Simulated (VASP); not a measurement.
# Si63Se (a cell with a defect) in VASP: notebook

Aim: see how the results for Si63Se (a cell with a defect) move with the level of theory and the settings. Levels: PBEsol, r2SCAN. Tasks: relaxation of the atoms, single point.

All numbers are computed with VASP 6.6.1; they aren't measurements. Logs are shortened: lines on timing, memory, paths and dates and some standing lists are left out, and cuts for length are marked.

### 1 The cell of the first run

The cell holds a defect, 64 atoms: a = 10.866 Å, b = 10.866 Å, c = 10.866 Å, α = 90.00°, β = 90.00°, γ = 90.00°.

### 2 Relaxation of the atoms, PBEsol

Contents of INCAR:

```
PREC = Accurate
ENCUT = 450
EDIFF = 1E-7
ISMEAR = -1
SIGMA = 0.05
LREAL = Auto
LASPH = True
NELM = 120
ALGO = Normal
ISIF = 2
LWAVE = False
LCHARG = False
GGA = PS
IBRION = 2
NSW = 100
EDIFFG = -0.03
ISYM = -1
GGA_COMPAT = False
NELMIN = 4
KPAR = 1
```

Contents of KPOINTS:

```
explicit points
1
Reciprocal
  0.25000000   0.25000000   0.25000000 1
```

Contents of POSCAR:

```
Si63Se
1.0
   10.8655790000      0.0000000000      0.0000000000
    0.0000000000     10.8655790000      0.0000000000
    0.0000000000      0.0000000000     10.8655790000
Si Se
63 1
Direct
    0.9995630000      0.0025730000      0.9985230000
    0.9982420000      0.0000720000      0.4966430000
    0.9982460000      0.5017640000      0.0008760000
    0.0034890000      0.5019730000      0.4984570000
    0.4980380000      0.0002470000      0.0002410000
    0.5003230000      0.0022360000      0.4997940000
    0.4991910000      0.5011440000      0.9992880000
    0.1284270000      0.1247100000      0.1272250000
    0.1272180000      0.1259390000      0.6264420000
    0.1246650000      0.6244400000      0.1261840000
    0.1244430000      0.6265980000      0.6237690000
    0.6246040000      0.1251670000      0.1257430000
    0.6247230000      0.1227380000      0.6247660000
    0.6252840000      0.6249960000      0.1273400000
    0.6228890000      0.6215320000      0.6240630000
    0.2496530000      0.2513240000      0.9966810000
    0.2501700000      0.2500480000      0.4996380000
    0.2521340000      0.7475900000      0.9998650000
    0.2500420000      0.7515120000      0.4997670000
    0.7543430000      0.2476040000      0.0006400000
    0.7491160000      0.2521010000      0.5006960000
    0.7480810000      0.7510680000      0.0014930000
    0.7522520000      0.7500680000      0.5030210000
    0.3697370000      0.3746420000      0.1276100000
    0.3748530000      0.3762250000      0.6229930000
    0.3749010000      0.8745530000      0.1272870000
    0.3744560000      0.8743840000      0.6223150000
    0.8734910000      0.3766130000      0.1240810000
    0.8730540000      0.3753030000      0.6252350000
    0.8728390000      0.8751200000      0.1241980000
    0.8755000000      0.8735840000      0.6262040000
    0.2501140000      0.0009240000      0.2509090000
    0.2470080000      0.0011760000      0.7494000000
    0.2495530000      0.5009290000      0.2527260000
    0.2474310000      0.4998790000      0.7478140000
    0.7491000000      0.0045340000      0.2492900000
    0.7465620000      0.9999780000      0.7467990000
    0.7515760000      0.5014740000      0.2512770000
    0.7491440000      0.5033320000      0.7481320000
    0.3756510000      0.1251900000      0.3743610000
    0.3742160000      0.1235100000      0.8752250000
    0.3757110000      0.6279690000      0.3749630000
    0.3752220000      0.6238070000      0.8771820000
    0.8781930000      0.1247120000      0.3759040000
    0.8739730000      0.1254420000      0.8771140000
    0.8751220000      0.6235990000      0.3744550000
    0.8767700000      0.6241840000      0.8735380000
    0.0026910000      0.2532090000      0.2489130000
    0.9978140000      0.2474820000      0.7481980000
    0.9994990000      0.7539410000      0.2512230000
    0.0005280000      0.7542050000      0.7508790000
    0.4988220000      0.2505360000      0.2527170000
    0.5008220000      0.2514890000      0.7489620000
    0.4998090000      0.7521800000      0.2498420000
    0.4951400000      0.7499140000      0.7473390000
    0.1228290000      0.3764930000      0.3683730000
    0.1243520000      0.3727860000      0.8753330000
    0.1219010000      0.8706630000      0.3732880000
    0.1234830000      0.8758640000      0.8740520000
    0.6241470000      0.3756410000      0.3723830000
    0.6261230000      0.3744550000      0.8771140000
    0.6245620000      0.8713520000      0.3748540000
    0.6228070000      0.8751680000      0.8722110000
    0.4993890000      0.5044900000      0.4993650000
```

Potentials or basis: VASP PAW PBE potentials, release 64 (Si, Se).

Run with:

```bash
> cat potpaw_PBE.64/Si/POTCAR potpaw_PBE.64/Se/POTCAR > POTCAR
> mpirun -np 4 vasp_std > vasp.out
```

OUTCAR:

```text
PREC = Accurate
   ENCUT = 450
   EDIFF = 1E-7
   ISMEAR = -1
   LREAL = Auto
   LASPH = True
   NELM = 120
   ISIF = 2
   GGA = PS
   IBRION = 2
   NSW = 100
   EDIFFG = -0.03
   ISYM = -1
   NELMIN = 4

 ion  position               nearest neighbor table
   1  1.000  0.003  0.999-  45 2.32  59 2.35   8 2.38  30 2.38
   2  0.998  0.000  0.497-  44 2.29  58 2.36  31 2.38   9 2.41
   3  0.998  0.502  0.001-  47 2.33  28 2.34  10 2.35  57 2.39
   4  0.003  0.502  0.498-  11 2.33  46 2.35  56 2.35  29 2.41
   5  0.498  0.000  0.000-  41 2.33  26 2.36  12 2.36  63 2.37
   6  0.500  0.002  0.500-  13 2.32  40 2.34  27 2.36  62 2.38
[... 56 lines left out ...]
  63  0.623  0.875  0.872-  37 2.35  55 2.37   5 2.37  22 2.38
  64  0.499  0.504  0.499-  15 2.29  42 2.33  25 2.36  60 2.39

IMPORTANT INFORMATION: All symmetrisations will be switched off!
NOSYMM: (Re-)initialisation of all symmetry stuff for point group C_1.

----------------------------------------------------------------------------------------

                                     Primitive cell

  volume of cell :    1282.7990

  direct lattice vectors                    reciprocal lattice vectors
    10.865579000  0.000000000  0.000000000     0.092033752  0.000000000  0.000000000
     0.000000000 10.865579000  0.000000000     0.000000000  0.092033752  0.000000000
     0.000000000  0.000000000 10.865579000     0.000000000  0.000000000  0.092033752

  length of vectors
    10.865579000 10.865579000 10.865579000     0.092033752  0.092033752  0.092033752

  position of ions in fractional coordinates (direct lattice)
     0.999563000  0.002573000  0.998523000
     0.998242000  0.000072000  0.496643000
     0.998246000  0.501764000  0.000876000
     0.003489000  0.501973000  0.498457000
     0.498038000  0.000247000  0.000241000
     0.500323000  0.002236000  0.499794000
[... 56 lines left out ...]
     0.622807000  0.875168000  0.872211000
     0.499389000  0.504490000  0.499365000

  ion indices of the primitive-cell ions
   primitive index   ion index
                 1           1
                 2           2
                 3           3
                 4           4
                 5           5
                 6           6
[... 56 lines left out ...]
                63          63
                64          64

----------------------------------------------------------------------------------------

 KPOINTS: explicit points

Read explicit list of k-points.

 Found      1 k-points:

 Following reciprocal coordinates:
            Coordinates               Weight
  0.250000  0.250000  0.250000      1.000000
   k-points           NKPTS =      1   k-points in BZ     NKDIM =      1   number of bands    NBANDS=    164
   number of dos      NEDOS =    301   number of ions     NIONS =     64
   total plane-waves  NPLWV = 512000
   dimension x,y,z NGX =    80 NGY =   80 NGZ =   80
   dimension x,y,z NGXF=   160 NGYF=  160 NGZF=  160
   ions per type =              63   1
   NGX,Y,Z   is equivalent  to a cutoff of  12.24, 12.24, 12.24 a.u.
   NGXF,Y,Z  is equivalent  to a cutoff of  24.48, 24.48, 24.48 a.u.
 SYSTEM =  unknown system
   PREC   = accura    normal or accurate (medium, high low for compatibility)
   ISTART =      0    job   : 0-new  1-cont  2-samecut
   ICHARG =      2    charge: 1-file 2-atom 10-const
   ISPIN  =      1    spin polarized calculation?
   LNONCOLLINEAR =      F non collinear calculations
   LSORBIT =      F    spin-orbit coupling
   LASPH  =      T    aspherical Exc in radial PAW
   ENCUT  =  450.0 eV  33.07 Ry    5.75 a.u.  18.79 18.79 18.79*2*pi/ulx,y,z
   NELM   =    120;   NELMIN=  4; NELMDL= -5     # of ELM steps
   EDIFF  = 0.1E-06   stopping-criterion for ELM
   LREAL  =      T    real-space projection
   EDIFFG = -.3E-01   stopping-criterion for IOM
   NSW    =    100    number of steps for IOM
   IBRION =      2    ionic relax: 0-MD 1-quasi-New 2-CG
   NFREE  =      1    steps in history (QN), initial steepest desc. (CG)
   ISIF   =      2    stress and relaxation
   ISYM   =     -1    0-nonsym 1-usesym 2-fastsym
   POTIM  = 0.5000    time-step for ionic-motion
   TEBEG  =    0.0;   TEEND  =   0.0 temperature during run
   PSTRESS=    0.0 pullay stress
   NELECT =     258.0000    total number of electrons
   NUPDOWN=      -1.0000    fix difference up-down
   EMIN   =  10.00;   EMAX   =-10.00  energy-range for DOS
   EFERMI =   0.00;   METHOD = LEGACY
   ISMEAR =    -1;   SIGMA  =   0.05  broadening in eV -4-tet -1-fermi 0-gaus
   EFERMI_NEDOS =   21; number of points for ismear=-14 and -15
   IALGO  =     38    algorithm
   IMIX   =      4    mixing-type and parameters
     AMIX     =   0.40;   BMIX     =  1.00
     AMIX_MAG =   1.60;   BMIX_MAG =  1.00
  volume/ion in A,a.u.               =      20.04       135.26
  Fermi-wavevector in a.u.,A,eV,Ry     =   0.959169  1.812567 12.517434  0.920005
  Thomas-Fermi vector in A             =   2.088341
   LORBIT       =      0    0 simple, 1 ext, 2 COOP (PROOUT), +10 PAW based schemes
   GGA     = PS    functional components
   LHFCALC =     F    Hartree Fock is set to
   AEXX    =    0.0000 exact exchange contribution
   IVDW    =     0    specifies the selected vdW correction
   LEPSILON=     F    determine dielectric tensor
   LRPA    =     F    only Hartree local field effects (RPA)
 conjugate gradient relaxation of ions
 non-spin polarized calculation
  energy-cutoff  :      450.00
  volume of cell :     1282.80
 maximum number of plane-waves:     27841
 NGX is ok and might be reduce to    80
   NGX = 37   NGY = 37   NGZ = 37

--------------------------------------- Ionic step        1  -------------------------------------------

 number of electron     258.0000004 magnetization

 Free energy of the ion-electron system (eV)
  ---------------------------------------------------
  ext. energy  EPLUGINS =         0.00000000
  ---------------------------------------------------
  free energy    TOTEN  =      -363.58668242 eV

  energy without entropy =     -363.51275266  energy(sigma->0) =     -363.54971754

------------------------ aborting loop because EDIFF is reached ----------------------------------------

  FORCE on cell =-STRESS in cart. coord.  units (eV):
  Direction    XX          YY          ZZ          XY          YZ          ZX
  --------------------------------------------------------------------------------------
  -------------------------------------------------------------------------------------
  Total        2.9925016      3.7112191      2.9685745    -12.1932150    -11.2114035     -4.8065032
  in kB        3.7375444      4.6352008      3.7076601    -15.2289581    -14.0027051     -6.0031777
  external PRESSURE =       4.0268018 kB  Pullay stress =       0.0000000 kB
[... 275 lines left out ...]
  FREE ENERGIE OF THE ION-ELECTRON SYSTEM (eV)
  ---------------------------------------------------
  free  energy   TOTEN  =      -364.6179244065 eV

  energy  without entropy=     -364.5806579602  energy(sigma->0) =     -364.59929118

[... ionic steps 4 to 11 ...]

--------------------------------------- Ionic step       12  -------------------------------------------

 number of electron     258.0000015 magnetization

------------------------ aborting loop because EDIFF is reached ----------------------------------------

  FORCE on cell =-STRESS in cart. coord.  units (eV):
  Direction    XX          YY          ZZ          XY          YZ          ZX
  --------------------------------------------------------------------------------------
  -------------------------------------------------------------------------------------
  Total        2.8835935      2.9251073      2.9256138    -12.4538101    -12.5046016    -12.5238263
  in kB        3.6015213      3.6533709      3.6540035    -15.5544336    -15.6178706    -15.6418816
  external PRESSURE =       3.6362986 kB  Pullay stress =       0.0000000 kB
[... 181 lines left out ...]
  energy  without entropy=     -364.8293182462  energy(sigma->0) =     -364.84129425

--------------------------------------- Ionic step       14  -------------------------------------------

 number of electron     258.0000014 magnetization

 Free energy of the ion-electron system (eV)
  ---------------------------------------------------
  ext. energy  EPLUGINS =         0.00000000
  ---------------------------------------------------
  free energy    TOTEN  =      -364.85507263 eV

  energy without entropy =     -364.83149380  energy(sigma->0) =     -364.84328321

 E-fermi :   6.3285     XC(G=0):  -9.5679

 val. band max:        6.1410540971   @ k =   0.2500   0.2500   0.2500
 cond. band min:       6.5512258522   @ k =   0.2500   0.2500   0.2500
 fundamental gap:      0.4101717550
 Fermi energy:         6.3285058312

 k-point     1 :       0.2500    0.2500    0.2500
  band No.  band energies     occupation
      1      -8.6587      2.00000
      2      -5.9558      2.00000
      3      -5.4906      2.00000
      4      -5.4893      2.00000
      5      -5.3268      2.00000
      6      -4.9783      2.00000
[... 133 lines left out ...]
    140       7.6282      0.00000
    141       7.6488      0.00000
 [bands above 141 left out]

------------------------ aborting loop because EDIFF is reached ----------------------------------------

  FORCE on cell =-STRESS in cart. coord.  units (eV):
  Direction    XX          YY          ZZ          XY          YZ          ZX
  --------------------------------------------------------------------------------------
  -------------------------------------------------------------------------------------
  Total        2.8759593      2.9083565      2.9062993    -12.4977341    -12.4934408    -12.4380443
  in kB        3.5919865      3.6324496      3.6298803    -15.6092933    -15.6039312    -15.5347425
  external PRESSURE =       3.6181055 kB  Pullay stress =       0.0000000 kB
[... 79 lines left out ...]
  FREE ENERGIE OF THE ION-ELECTRON SYSTEM (eV)
  ---------------------------------------------------
  free  energy   TOTEN  =      -364.8550726268 eV

  energy  without entropy=     -364.8314937989  energy(sigma->0) =     -364.84328321

 reached required accuracy - stopping structural energy minimisation
```

It took 23 min on 4 MPI ranks of Intel Xeon Platinum 8259CL at 2.50GHz (Skylake/Cascade Lake), shared host; peak memory 0.4 GiB.

What came out:

```
Free energy                  : -364.8551 eV
Energy gained by relaxing    : 19.8 meV/atom
Ionic steps                  : 14
Pressure after relaxing      : 0.4 GPa
Largest force after relaxing : 0.029 eV/Å
```

Forces in eV/Å, atoms in the order of the input:
```
Si   0.001 -0.002  0.009
Si   0.002 -0.003  0.001
Si  -0.002 -0.003  0.002
Si   0.003  0.003  0.000
Si  -0.006 -0.006  0.006
Si   0.008  0.003 -0.003
Si   0.002 -0.001  0.005
Si   0.016  0.008  0.020
Si  -0.005 -0.004 -0.024
Si   0.000  0.005 -0.010
Si   0.007 -0.010  0.003
Si  -0.006 -0.011 -0.002
Si  -0.007  0.014 -0.002
Si   0.000  0.003  0.001
Si  -0.008 -0.007 -0.011
Si   0.015  0.010 -0.022
Si  -0.006  0.001  0.009
Si   0.003 -0.018  0.005
Si   0.009 -0.001 -0.001
Si  -0.009  0.005  0.004
Si   0.000 -0.001  0.005
Si  -0.005 -0.013  0.004
Si  -0.012 -0.006 -0.005
Si   0.015  0.009  0.007
Si  -0.003  0.001  0.005
Si   0.000 -0.001  0.002
Si   0.016  0.006 -0.002
Si  -0.006  0.017  0.004
Si   0.006 -0.005 -0.008
Si  -0.006 -0.006  0.016
Si   0.000 -0.001 -0.011
Si   0.017 -0.011  0.017
Si  -0.001  0.003 -0.003
Si  -0.001 -0.001  0.002
Si   0.002 -0.004  0.002
Si  -0.009  0.006  0.002
Si  -0.009 -0.006 -0.014
Si  -0.001  0.000  0.009
Si  -0.006 -0.002 -0.013
Si   0.001  0.016  0.017
Si   0.004  0.000 -0.004
Si  -0.001  0.009  0.000
Si   0.004  0.002  0.004
Si  -0.007 -0.001  0.014
Si  -0.008  0.016 -0.010
Si   0.010 -0.006  0.001
Si  -0.005 -0.010 -0.005
Si  -0.009  0.003  0.007
Si   0.009  0.005 -0.008
Si   0.007 -0.002  0.002
Si  -0.005 -0.003 -0.001
Si   0.009 -0.005  0.001
Si  -0.007  0.001  0.003
Si  -0.007 -0.001  0.000
Si  -0.007 -0.007 -0.011
Si  -0.007  0.002  0.003
Si   0.018  0.019 -0.010
Si  -0.004 -0.009  0.004
Si   0.008 -0.006 -0.003
Si   0.010  0.002  0.004
Si  -0.006  0.009  0.012
Si  -0.001  0.004 -0.007
Si  -0.005  0.007 -0.004
Se  -0.015 -0.016 -0.012
```

Step by step:
```
step  energy change (eV)  largest force (eV/Å)  pressure (GPa)
   1              0.0000                2.1990            0.40
   2             -1.0263                0.8379            0.32
   3             -1.0312                0.7633            0.32
   4             -1.1847                0.3646            0.33
   5             -1.2144                0.2277            0.35
   6             -1.2479                0.0812            0.35
   7             -1.2503                0.1063            0.36
   8             -1.2587                0.0819            0.36
   9             -1.2595                0.0781            0.36
  10             -1.2626                0.0621            0.36
  11             -1.2633                0.0567            0.36
  12             -1.2660                0.0426            0.36
  13             -1.2666                0.0494            0.36
  14             -1.2684                0.0285            0.36
```

Final structure:
```cif
data_structure
_symmetry_space_group_name_H-M 'P 1'
_symmetry_Int_Tables_number 1
_cell_length_a 10.8656
_cell_length_b 10.8656
_cell_length_c 10.8656
_cell_angle_alpha 90.000
_cell_angle_beta 90.000
_cell_angle_gamma 90.000
_cell_volume 1282.80
loop_
_atom_site_label
_atom_site_type_symbol
_atom_site_fract_x
_atom_site_fract_y
_atom_site_fract_z
_atom_site_occupancy
Si1 Si 0.99946 0.00008 0.99952 1
Si2 Si 0.99792 0.99901 0.49812 1
Si3 Si 0.99790 0.49884 0.99804 1
Si4 Si 0.00031 0.50069 0.50014 1
Si5 Si 0.49801 0.99897 0.99802 1
Si6 Si 0.49982 0.00107 0.50029 1
Si7 Si 0.49995 0.50068 0.00047 1
Si8 Si 0.12462 0.12557 0.12482 1
Si9 Si 0.12382 0.12470 0.62456 1
Si10 Si 0.12369 0.62499 0.12399 1
Si11 Si 0.12534 0.62646 0.62567 1
Si12 Si 0.62422 0.12470 0.12401 1
Si13 Si 0.62578 0.12607 0.62572 1
Si14 Si 0.62560 0.62640 0.12553 1
Si15 Si 0.62942 0.63039 0.62979 1
Si16 Si 0.24938 0.25038 0.99939 1
Si17 Si 0.24869 0.24905 0.49872 1
Si18 Si 0.24909 0.75051 0.00025 1
Si19 Si 0.24805 0.75351 0.50125 1
Si20 Si 0.74977 0.24974 0.00018 1
Si21 Si 0.75250 0.24925 0.50126 1
Si22 Si 0.74978 0.75077 0.99938 1
Si23 Si 0.74996 0.75066 0.49739 1
Si24 Si 0.37445 0.37555 0.12462 1
Si25 Si 0.36534 0.36602 0.63857 1
Si26 Si 0.37461 0.87547 0.12484 1
Si27 Si 0.37429 0.87701 0.62544 1
Si28 Si 0.87476 0.37509 0.12482 1
Si29 Si 0.87608 0.37553 0.62548 1
Si30 Si 0.87476 0.87560 0.12497 1
Si31 Si 0.87417 0.87500 0.62581 1
Si32 Si 0.24945 0.99994 0.24947 1
Si33 Si 0.24909 0.00090 0.74991 1
Si34 Si 0.24845 0.49955 0.24859 1
Si35 Si 0.24817 0.50197 0.75272 1
Si36 Si 0.74971 0.00084 0.24925 1
Si37 Si 0.74985 0.00000 0.75019 1
Si38 Si 0.75257 0.50198 0.24833 1
Si39 Si 0.74982 0.49799 0.75018 1
Si40 Si 0.37469 0.12505 0.37466 1
Si41 Si 0.37444 0.12575 0.87477 1
Si42 Si 0.36518 0.63955 0.36519 1
Si43 Si 0.37446 0.62592 0.87649 1
Si44 Si 0.87473 0.12575 0.37439 1
Si45 Si 0.87481 0.12546 0.87508 1
Si46 Si 0.87612 0.62597 0.37482 1
Si47 Si 0.87414 0.62659 0.87425 1
Si48 Si 0.99948 0.25061 0.24982 1
Si49 Si 0.99966 0.24976 0.74979 1
Si50 Si 0.99978 0.75037 0.24923 1
Si51 Si 0.99942 0.75075 0.74999 1
Si52 Si 0.49823 0.24921 0.24842 1
Si53 Si 0.50152 0.24917 0.75265 1
Si54 Si 0.50157 0.75361 0.24858 1
Si55 Si 0.49677 0.75062 0.75005 1
Si56 Si 0.12492 0.37558 0.37505 1
Si57 Si 0.12440 0.37501 0.87476 1
Si58 Si 0.12452 0.87560 0.37442 1
Si59 Si 0.12502 0.87560 0.87497 1
Si60 Si 0.63817 0.36594 0.36511 1
Si61 Si 0.62542 0.37533 0.87648 1
Si62 Si 0.62543 0.87722 0.37508 1
Si63 Si 0.62536 0.87480 0.87421 1
Se1 Se 0.49715 0.49819 0.49726 1
```

Caveat: the PAW data sets were made with another functional, which shifts forces and pressure a little.

[end of part 1 of 2]
